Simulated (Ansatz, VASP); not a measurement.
**One calculation of GaN, two programs**

```
CELL_PARAMETERS angstrom
0.00000 2.15899 2.34056
2.15899 0.00000 2.34056
2.15899 2.15899 0.00000
ATOMIC_POSITIONS crystal
Ga 0.00000 0.00000 0.00000
N 0.25000 0.25000 0.25000
```

Change from the starting cell: epitaxial_xy strain -4.0%.

Alike in both runs: task single point; functional HSE06; k mesh 6 × 6 × 6; no spin polarisation.

|  | VASP | Ansatz |
| --- | --- | --- |
| version | VASP 6.6.1 | Ansatz 0.2.0 |
| potentials or method | VASP PAW PBE potentials, release 64 (Ga_d, N) | plane waves, PAW |
| plane-wave cutoff (eV) | 520 | 420 |
| occupations | gaussian, width 0.01 eV | fixed |
| valence electrons in the cell | 18 | 18 |

```csv
,VASP,Ansatz,Ansatz less VASP
gap on the k mesh at the Fermi level (eV),3.16,3.14,-0.020
pressure (GPa),8.3,8.5,+0.14
"traceless stress, the component that is largest in VASP (GPa)",-8.62,-8.54,+0.074
```

Ansatz's warnings: stress exchange threshold loose, stress scf threshold loose.
